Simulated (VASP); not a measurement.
Wanted: the native input for a VASP 6.6.1 run.

```yaml
Task: single point
Functional: PBE
Potentials_or_basis: VASP PAW PBE potentials, release 64 (Ga_d)
Cutoff: 520 eV
k_mesh: 14 × 14 × 11
Occupations: fermi-dirac, width 0.05 eV
Spin: no spin polarisation
Dipole_correction: no
Further_INCAR_settings: ALGO = Normal; EDIFF = 1e-06; NBANDS = 20
```

The structure of Ga lies in POSCAR:

```
Ga
1.0
    1.4101245334     -4.1054710295      0.0000000000
    1.4101245334      4.1054710295      0.0000000000
   -0.1197535260      0.0000000000      3.3952393258
Ga
2
Direct
    0.8690000000      0.1310000000      0.2500000000
    0.1310000000      0.8690000000      0.7500000000
```

One way to write it, as run:

INCAR

```
PREC = Accurate ; ENCUT = 520
EDIFF = 1E-6 ; ISMEAR = -1
SIGMA = 0.05 ; LREAL = F
LASPH = T ; NELM = 60
ALGO = Normal ; ISIF = 2
LWAVE = F ; LCHARG = F
GGA = PE ; NBANDS = 20
```

KPOINTS

```
regular mesh
0
Gamma
  14 14 11
```

Potentials or basis: VASP PAW PBE potentials, release 64 (Ga_d).

Launch:

```bash
$ cat potpaw_PBE.64/Ga_d/POTCAR > POTCAR
$ mpirun -np 1 vasp_std > vasp.out
```

It gave:

```json
{
 "Pressure": "-1.0 GPa",
 "Largest force": "0.157 eV/Å",
 "Band gap on the k mesh": "zero (bands 13 and 14 overlap by 7.61 eV)"
}
```

Run time: 2 min on 1 thread of Intel(R) Xeon(R) 6975P-C (Granite Rapids), on a shared host, peak memory 0.46 GiB.
